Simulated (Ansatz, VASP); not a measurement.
## Ge3PdF4: VASP beside Ansatz

```xyz
8
Lattice="5.0359 0.0000 0.0000 0.0000 5.0359 0.0000 0.0000 0.0000 5.0359" Properties=species:S:1:pos:R:3 pbc="T T T"
Ge    2.5180    0.0000    0.0000
Ge    0.0000    2.5180    0.0000
Ge    0.0000    0.0000    2.5180
Pd    2.5180    2.5180    2.5180
F     0.0000    2.5180    2.5180
F     2.5180    0.0000    2.5180
F     2.5180    2.5180    0.0000
F     0.0000    0.0000    0.0000
```

Alike in both runs: task relaxation of cell and atoms; functional PBE; k mesh 8 × 8 × 8; occupations gaussian, width 0.1 eV; no spin polarisation.

```csv
,VASP,Ansatz
version,VASP 6.6.1,Ansatz 0.2.0
potentials or method,"VASP PAW PBE potentials, release 64 (Ge_d, Pd, F), cutoff 600 eV","scalar-relativistic, plane waves, PAW"
valence electrons in the cell,80,88
```

|  | VASP | Ansatz | Ansatz less VASP |
| --- | --- | --- | --- |
| gap on the k mesh at the Fermi level, each at its own relaxed structure (eV) | none | none | - |
| relaxed volume (Å³/atom) | 15.91 | 15.96 | +0.052 |
| relaxed cell length with the largest relative difference (Å) | 5.030 | 5.036 | +0.0054 |

A gap of «none» marks a metal or a gap that the smearing closes. VASP's potentials hold 80 valence electrons a cell and Ansatz's 88, so a difference there can come from the potentials and not from the codes.
